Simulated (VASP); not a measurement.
# ZnS (P2_1) in VASP: a series of runs, part 2 of 3

VASP 6.6.1. The steps go on from the part before.

## 3. Single point, PBE (atoms displaced along a vibrational mode, the cell strained)

The input, INCAR:

```
SYSTEM = ZnS
PREC = Accurate
ENCUT = 520
EDIFF = 1E-6
ISMEAR = 0
SIGMA = 0.05
LREAL = .False.
LASPH = .True.
NELM = 60
ALGO = Normal
ISIF = 2
LWAVE = .False.
LCHARG = .False.
GGA = PE
NBANDS = 26
```

The input, KPOINTS:

```
regular mesh
0
Gamma
  9 9 4
  0 0 0
```

The input, POSCAR:

```
ZnS
1.0
    3.9993810848      0.0000000000      0.0000000000
   -1.9996905424      3.4635656189      0.0000000000
    0.0000000000      0.0000000000      6.3037246812
Zn S
2 2
Direct
    0.3163527059      0.6666666667      0.0052003729
    0.6836472941      0.3333333333      0.5052003729
    0.3470553733      0.6666666667      0.3797996271
    0.6529446267      0.3333333333      0.8797996271
```

Potentials or basis: VASP PAW PBE potentials, release 64 (Zn, S).

Launch:

```console
$ cat potpaw_PBE.64/Zn/POTCAR potpaw_PBE.64/S/POTCAR > POTCAR
$ mpirun -np 1 vasp_std > vasp.out
```

OUTCAR:

```text
SYSTEM = ZnS
   PREC = Accurate
   ENCUT = 520
   EDIFF = 1E-6
   ISMEAR = 0
   LREAL = .False.
   LASPH = .True.
   NELM = 60
   ISIF = 2
   GGA = PE

 ion  position               nearest neighbor table
   1  0.316  0.667  0.005-   3 2.36   4 2.43   4 2.44   4 2.45
   2  0.684  0.333  0.505-   4 2.36   3 2.43   3 2.44   3 2.45
   3  0.347  0.667  0.380-   1 2.36   2 2.43   2 2.44   2 2.45
   4  0.653  0.333  0.880-   2 2.36   1 2.43   1 2.44   1 2.45

  LATTYP: Found a hexagonal cell.
 ALAT       =     3.9993810848
 C/A-ratio  =     1.5761750500

  Lattice vectors:

 A1 = (   3.9993810848,   0.0000000000,   0.0000000000)
 A2 = (  -1.9996905424,   3.4635656189,   0.0000000000)
 A3 = (   0.0000000000,   0.0000000000,   6.3037246812)

Analysis of symmetry for initial positions (statically):
=====================================================================
 Subroutine PRICEL returns:
 Original cell was already a primitive cell.

 Routine SETGRP: Setting up the symmetry group for a
 hexagonal supercell.

 Subroutine GETGRP returns: Found  2 space group operations
 (whereof  1 operations were pure point group operations)
 out of a pool of 24 trial point group operations.

The static configuration has the point symmetry C_1 .
 The point group associated with its full space group is C_2 .

Analysis of symmetry for dynamics (positions and initial velocities):
=====================================================================
 Subroutine PRICEL returns:
 Original cell was already a primitive cell.

 Routine SETGRP: Setting up the symmetry group for a
 hexagonal supercell.

 Subroutine GETGRP returns: Found  2 space group operations
 (whereof  1 operations were pure point group operations)
 out of a pool of 24 trial point group operations.

The dynamic configuration has the point symmetry C_1 .
 The point group associated with its full space group is C_2 .

 Subroutine INISYM returns: Found  2 space group operations
 (whereof  1 operations are pure point group operations),
 and found     1 'primitive' translations

----------------------------------------------------------------------------------------

                                     Primitive cell

  volume of cell :      87.3199

  direct lattice vectors                    reciprocal lattice vectors
     3.999381085  0.000000000  0.000000000     0.250038688  0.144359904  0.000000000
    -1.999690542  3.463565619  0.000000000     0.000000000  0.288719808  0.000000000
     0.000000000  0.000000000  6.303724681     0.000000000  0.000000000  0.158636370

  length of vectors
     3.999381085  3.999381085  6.303724681     0.288719808  0.288719808  0.158636370

  position of ions in fractional coordinates (direct lattice)
     0.316352706  0.666666667  0.005200373
     0.683647294  0.333333333  0.505200373
     0.347055373  0.666666667  0.379799627
     0.652944627  0.333333333  0.879799627

  ion indices of the primitive-cell ions
   primitive index   ion index
                 1           1
                 2           2
                 3           3
                 4           4

----------------------------------------------------------------------------------------

 KPOINTS: regular mesh

Automatic generation of k-mesh.
 Grid dimensions read from file:
 generate k-points for:    9    9    4

 Generating k-lattice:

  Cartesian coordinates                     Fractional coordinates (reciprocal lattice)
     0.027782076  0.016039989  0.000000000     0.111111111  0.000000000  0.000000000
     0.000000000  0.032079979  0.000000000     0.000000000  0.111111111  0.000000000
     0.000000000  0.000000000  0.039659092     0.000000000  0.000000000  0.250000000

  Length of vectors
     0.032079979  0.032079979  0.039659092

  Shift w.r.t. Gamma in fractional coordinates (k-lattice)
     0.000000000  0.000000000  0.000000000

 Subroutine IBZKPT returns following result:
 ===========================================

 Found    123 irreducible k-points:

 Following reciprocal coordinates:
            Coordinates               Weight
  0.000000  0.000000  0.000000      1.000000
  0.111111  0.000000  0.000000      2.000000
  0.000000  0.111111  0.000000      2.000000
 -0.111111  0.111111  0.000000      2.000000
  0.222222  0.000000  0.000000      2.000000
  0.000000  0.222222  0.000000      2.000000
[... 16 lines left out ...]
  0.333333  0.111111  0.000000      2.000000
 -0.111111  0.444444  0.000000      2.000000
 [... further k-points ...]
   k-points           NKPTS =    123   k-points in BZ     NKDIM =    123   number of bands    NBANDS=     26
   number of dos      NEDOS =    301   number of ions     NIONS =      4
   total plane-waves  NPLWV =  43200
   dimension x,y,z NGX =    30 NGY =   30 NGZ =   48
   dimension x,y,z NGXF=    60 NGYF=   60 NGZF=   96
   ions per type =               2   2
   NGX,Y,Z   is equivalent  to a cutoff of  12.47, 12.47, 12.66 a.u.
   NGXF,Y,Z  is equivalent  to a cutoff of  24.94, 24.94, 25.32 a.u.
 SYSTEM =  ZnS
   PREC   = accura    normal or accurate (medium, high low for compatibility)
   ISTART =      0    job   : 0-new  1-cont  2-samecut
   ICHARG =      2    charge: 1-file 2-atom 10-const
   ISPIN  =      1    spin polarized calculation?
   LNONCOLLINEAR =      F non collinear calculations
   LSORBIT =      F    spin-orbit coupling
   LASPH  =      T    aspherical Exc in radial PAW
   ENCUT  =  520.0 eV  38.22 Ry    6.18 a.u.   7.44  7.44 11.72*2*pi/ulx,y,z
   NELM   =     60;   NELMIN=  2; NELMDL= -5     # of ELM steps
   EDIFF  = 0.1E-05   stopping-criterion for ELM
   LREAL  =      F    real-space projection
   EDIFFG = 0.1E-04   stopping-criterion for IOM
   NSW    =      0    number of steps for IOM
   IBRION =     -1    ionic relax: 0-MD 1-quasi-New 2-CG
   NFREE  =      0    steps in history (QN), initial steepest desc. (CG)
   ISIF   =      2    stress and relaxation
   ISYM   =      2    0-nonsym 1-usesym 2-fastsym
   POTIM  = 0.5000    time-step for ionic-motion
   TEBEG  =    0.0;   TEEND  =   0.0 temperature during run
   PSTRESS=    0.0 pullay stress
   NELECT =      36.0000    total number of electrons
   NUPDOWN=      -1.0000    fix difference up-down
   EMIN   =  10.00;   EMAX   =-10.00  energy-range for DOS
   EFERMI =   0.00;   METHOD = LEGACY
   ISMEAR =     0;   SIGMA  =   0.05  broadening in eV -4-tet -1-fermi 0-gaus
   EFERMI_NEDOS =   21; number of points for ismear=-14 and -15
   IALGO  =     38    algorithm
   IMIX   =      4    mixing-type and parameters
     AMIX     =   0.40;   BMIX     =  1.00
     AMIX_MAG =   1.60;   BMIX_MAG =  1.00
  volume/ion in A,a.u.               =      21.83       147.32
  Fermi-wavevector in a.u.,A,eV,Ry     =   1.218441  2.302520 20.199190  1.484599
  Thomas-Fermi vector in A             =   2.353727
   LORBIT       =      0    0 simple, 1 ext, 2 COOP (PROOUT), +10 PAW based schemes
   GGA     = PE    functional components
   LHFCALC =     F    Hartree Fock is set to
   AEXX    =    0.0000 exact exchange contribution
   IVDW    =     0    specifies the selected vdW correction
   LEPSILON=     F    determine dielectric tensor
   LRPA    =     F    only Hartree local field effects (RPA)
 non-spin polarized calculation
 Gauss-broadening in eV      SIGMA  =   0.05
  energy-cutoff  :      520.00
  volume of cell :       87.32
 maximum number of plane-waves:      2388
 NGX is ok and might be reduce to    30
   NGX = 15   NGY = 15   NGZ = 23

 number of electron      36.0000006 magnetization

 Free energy of the ion-electron system (eV)
  ---------------------------------------------------
  ext. energy  EPLUGINS =         0.00000000
  ---------------------------------------------------
  free energy    TOTEN  =       -13.56502479 eV

  energy without entropy =      -13.56502479  energy(sigma->0) =      -13.56502479

 E-fermi :   1.4513     XC(G=0):  -9.1540

 val. band max:        1.2333308038   @ k =   0.0000   0.0000   0.0000
 cond. band min:       2.9865354186   @ k =   0.0000   0.0000   0.0000
 fundamental gap:      1.7532046148
 Fermi energy:         1.4512872162

 k-point     1 :       0.0000    0.0000    0.0000
  band No.  band energies     occupation
      1     -11.2764      2.00000
      2     -10.4426      2.00000
      3      -4.7822      2.00000
      4      -4.7576      2.00000
      5      -4.7310      2.00000
      6      -4.6732      2.00000
[... 685 lines left out ...]
     25      10.1164      0.00000
     26      10.4526      0.00000

 [... further k-points ...]

------------------------ aborting loop because EDIFF is reached ----------------------------------------

  FORCE on cell =-STRESS in cart. coord.  units (eV):
  Direction    XX          YY          ZZ          XY          YZ          ZX
  --------------------------------------------------------------------------------------
  -------------------------------------------------------------------------------------
  Total       -3.0564717     -3.0415788     -0.9391445     -0.1470964      0.0000000      0.0000000
  in kB      -56.0812274    -55.8079675    -17.2317577     -2.6989763      0.0000000      0.0000000
  external PRESSURE =     -43.0403175 kB  Pullay stress =       0.0000000 kB

 VOLUME and BASIS-vectors are now :
 -----------------------------------------------------------------------------
  energy-cutoff  :      520.00
  volume of cell :       87.32
      direct lattice vectors                 reciprocal lattice vectors
     3.999381085  0.000000000  0.000000000     0.250038688  0.144359904  0.000000000
    -1.999690542  3.463565619  0.000000000     0.000000000  0.288719808  0.000000000
     0.000000000  0.000000000  6.303724681     0.000000000  0.000000000  0.158636370

 POSITION                                       TOTAL-FORCE (eV/Angst)
 -----------------------------------------------------------------------------------
     -0.06791      2.30904      0.03278         0.055705      0.002732     -0.152407
      2.06760      1.15452      3.18464        -0.055705     -0.002732     -0.152407
      0.05488      2.30904      2.39415        -0.060443      0.001408      0.152407
      1.94481      1.15452      5.54601         0.060443     -0.001408      0.152407
 -----------------------------------------------------------------------------------
    total drift:                               -0.000000     -0.000001     -0.000026

  FREE ENERGIE OF THE ION-ELECTRON SYSTEM (eV)
  ---------------------------------------------------
  free  energy   TOTEN  =       -13.5650247945 eV

  energy  without entropy=      -13.5650247945  energy(sigma->0) =      -13.56502479
```

OSZICAR:

```text
N       E                     dE             d eps       ncg     rms          rms(c)
DAV:   1     0.239066792394E+03    0.23907E+03   -0.16926E+04  6396   0.162E+03
DAV:   2     0.102162954471E+02   -0.22885E+03   -0.21887E+03  6548   0.339E+02
DAV:   3    -0.138445433460E+02   -0.24061E+02   -0.23814E+02  7772   0.109E+02
DAV:   4    -0.144306843262E+02   -0.58614E+00   -0.58481E+00  7212   0.172E+01
DAV:   5    -0.144400857154E+02   -0.94014E-02   -0.93987E-02  7900   0.213E+00    0.820E+00
DAV:   6    -0.135723259770E+02    0.86776E+00   -0.16642E+00  9624   0.350E+01    0.646E+00
DAV:   7    -0.135672861164E+02    0.50399E-02   -0.10064E+00  6832   0.589E+00    0.319E+00
DAV:   8    -0.135640762735E+02    0.32098E-02   -0.35421E-02  8102   0.208E+00    0.783E-01
DAV:   9    -0.135645547835E+02   -0.47851E-03   -0.66973E-03  8658   0.142E+00    0.201E-01
DAV:  10    -0.135647922220E+02   -0.23744E-03   -0.89542E-04  7092   0.297E-01    0.839E-02
DAV:  11    -0.135650240193E+02   -0.23180E-03   -0.39015E-04  6576   0.117E-01    0.597E-02
DAV:  12    -0.135650211741E+02    0.28452E-05   -0.88020E-06  7982   0.228E-02    0.129E-02
DAV:  13    -0.135650246121E+02   -0.34380E-05   -0.56938E-06  6598   0.168E-02    0.159E-03
DAV:  14    -0.135650247945E+02   -0.18239E-06   -0.36952E-07  5658   0.432E-03
   1 F= -.13565025E+02 E0= -.13565025E+02  d E =-.712816E-12
```

Wall time 3.4 min (1 thread of Intel Xeon Platinum 8488C (Sapphire Rapids), shared host); peak memory 0.35 GiB.

Results:

```yaml
Free_energy: -13.5650 eV
Pressure: -4.3 GPa
Largest_force: 0.164 eV/Å
Band_gap_on_the_k_mesh: 1.75 eV
```

Forces on the atoms (eV/Å):
```
Zn   0.056  0.003 -0.152
Zn  -0.056 -0.003 -0.152
S   -0.060  0.001  0.152
S    0.060 -0.001  0.152
```

Stress tensor (GPa, compression positive):
```
-5.61 -0.27  0.00
-0.27 -5.58  0.00
 0.00  0.00 -1.72
```

Caveat: the cell differs from its parent crystal (atoms displaced along a vibrational mode, the cell strained); the cell stands under tension.

## 4. Single point, PBE (atoms displaced along a vibrational mode, the cell strained)

The input, INCAR:

```
ALGO     = Normal         # electronic algorithm
EDIFF    = 1E-6           # SCF threshold, eV
ENCUT    = 520            # plane-wave cutoff, eV
GGA      = PE             # functional
ISIF     = 2              # what is computed and relaxed
ISMEAR   = 0              # smearing method
LASPH    = True           # aspherical terms in the spheres
LCHARG   = False          # write CHGCAR
LREAL    = False          # projectors in reciprocal space
LWAVE    = False          # write WAVECAR
NBANDS   = 26             # bands
NELM     = 80             # most SCF steps
PREC     = Accurate       # precision mode
SIGMA    = 0.05           # smearing width, eV
```

The input, KPOINTS:

```
k-points
0
Gamma
  9 9 4
```

The input, POSCAR:

```
ZnS
1.0
    3.9993810848      0.0000000000      0.0000000000
   -1.9996905424      3.4635656189      0.0000000000
    0.0000000000      0.0000000000      6.3037246812
Zn S
2 2
Direct
    0.2823654471      0.6666666667      0.0052003729
    0.7176345529      0.3333333333      0.5052003729
    0.3745204671      0.6666666667      0.3797996271
    0.6254795329      0.3333333333      0.8797996271
```

Potentials or basis: VASP PAW PBE potentials, release 64 (Zn, S).

Launch:

```console
$ cat potpaw_PBE.64/Zn/POTCAR potpaw_PBE.64/S/POTCAR > POTCAR
$ mpirun -np 1 vasp_std > vasp.out
```

OUTCAR:

```text
EDIFF = 1E-6
   ENCUT = 520
   GGA = PE
   ISIF = 2
   ISMEAR = 0
   LASPH = True
   LREAL = False
   NELM = 80
   PREC = Accurate

 ion  position               nearest neighbor table
   1  0.282  0.667  0.005-   3 2.39   4 2.41   4 2.44   4 2.47
   2  0.718  0.333  0.505-   4 2.39   3 2.41   3 2.44   3 2.47
   3  0.375  0.667  0.380-   1 2.39   2 2.41   2 2.44   2 2.47
   4  0.625  0.333  0.880-   2 2.39   1 2.41   1 2.44   1 2.47

  LATTYP: Found a hexagonal cell.
[... 897 lines left out ...]
  FORCE on cell =-STRESS in cart. coord.  units (eV):
  Direction    XX          YY          ZZ          XY          YZ          ZX
  --------------------------------------------------------------------------------------
  -------------------------------------------------------------------------------------
  Total       -3.1819423     -3.0403347     -1.2743905     -0.4349353      0.0000000      0.0000000
  in kB      -58.3834076    -55.7851411    -23.3829687     -7.9803466      0.0000000      0.0000000
  external PRESSURE =     -45.8505058 kB  Pullay stress =       0.0000000 kB

 VOLUME and BASIS-vectors are now :
 -----------------------------------------------------------------------------
  energy-cutoff  :      520.00
  volume of cell :       87.32
      direct lattice vectors                 reciprocal lattice vectors
     3.999381085  0.000000000  0.000000000     0.250038688  0.144359904  0.000000000
    -1.999690542  3.463565619  0.000000000     0.000000000  0.288719808  0.000000000
     0.000000000  0.000000000  6.303724681     0.000000000  0.000000000  0.158636370

 POSITION                                       TOTAL-FORCE (eV/Angst)
 -----------------------------------------------------------------------------------
     -0.20384      2.30904      0.03278         0.180702      0.024494     -0.077375
      2.20353      1.15452      3.18464        -0.180702     -0.024494     -0.077375
      0.16472      2.30904      2.39415        -0.191452      0.013718      0.077375
      1.83497      1.15452      5.54601         0.191452     -0.013718      0.077375
 -----------------------------------------------------------------------------------
    total drift:                                0.000000      0.000000     -0.000239

  FREE ENERGIE OF THE ION-ELECTRON SYSTEM (eV)
  ---------------------------------------------------
  free  energy   TOTEN  =       -13.5061322229 eV

  energy  without entropy=      -13.5061322229  energy(sigma->0) =      -13.50613222
```

stdout:

```text
POSCAR found type information on POSCAR ZnS
 POSCAR found :  2 types and       4 ions
 scaLAPACK will be used
 LDA part: xc-table for (Slater+PW92), standard interpolation
 POSCAR, INCAR and KPOINTS ok, starting setup
 FFT: planning ... GRIDC
 FFT: planning ... GRID_SOFT
 FFT: planning ... GRID
 WAVECAR not read
 entering main loop
```

Wall time 3.6 min (1 thread of Intel Xeon Platinum 8488C (Sapphire Rapids), shared host); peak memory 0.36 GiB.

What came out:

| Property | Result |
| --- | --- |
| Free energy | -13.5061 eV |
| Pressure | -4.6 GPa |
| Largest force | 0.207 eV/Å |
| Band gap on the k mesh | 1.67 eV |

Forces in eV/Å, atoms in the order of the input:
```
Zn   0.181  0.024 -0.077
Zn  -0.181 -0.024 -0.077
S   -0.191  0.014  0.077
S    0.191 -0.014  0.077
```

Caveat: the cell differs from its parent crystal (atoms displaced along a vibrational mode, the cell strained); the cell stands under tension.

[end of part 2 of 3]
